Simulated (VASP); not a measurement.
Input of a VASP 6.6.1 run:

INCAR

```
PREC = Accurate
ENCUT = 600
EDIFF = 1E-6
ISMEAR = 0
SIGMA = 0.05
LREAL = F
LASPH = T
NELM = 200
ALGO = Normal
ISIF = 2
LWAVE = F
LCHARG = F
LNONCOLLINEAR = T
MAGMOM = 0 0 0.8 0 0 0.8 0 0 -0.04 0 0 -0.04
LORBIT = 11
I_CONSTRAINED_M = 2
LAMBDA = 10
M_CONSTR = 0.346 0.346 0.346 0.346 0.346 0.346 0 0 0 0 0 0
RWIGS = 1.32 1.38
ISYM = -1
AMIX = 0.2
BMIX = 1E-4
AMIX_MAG = 0.8
BMIX_MAG = 1E-4
LMAXMIX = 4
LDAU = T
LDAUTYPE = 2
LDAUL = 2 -1
LDAUU = 8 0
LDAUJ = 0 0
LDAUPRINT = 1
NBANDS = 48
GGA_COMPAT = F
KPAR = 4
```

Contents of KPOINTS:

```
Automatic mesh
0
Gamma
  4 4 4
```

Contents of POSCAR:

```
CuTe
1.0
    4.6591304300      0.0000000000      0.0000000000
    0.0000000000      4.6591304300      0.0000000000
    0.0000000000      0.0000000000      5.8006283100
Cu Te
2 2
Direct
    0.0000000000      0.5000000000      0.0000000000
    0.5000000000      0.0000000000      0.5000000000
    0.0000000000      0.0000000000      0.2500000000
    0.0000000000      0.0000000000      0.7500000000
```

Potentials or basis: VASP PAW LDA potentials, release 64 (Cu, Te).

Run with:

```sh
$ cat potpaw_LDA.64/Cu/POTCAR potpaw_LDA.64/Te/POTCAR > POTCAR
$ mpirun -np 4 vasp_ncl > vasp.out
```

(1) Estimate the band gap on the k mesh.

Results:

(1) zero (bands 34 and 35 overlap by 0.75 eV).

Caveat: moments held by a penalty; a moment this small can come from the mesh or the smearing; spin-orbit coupling is left out, which moves the levels of the heavy elements; the U is typed as a test and isn't derived for this compound.
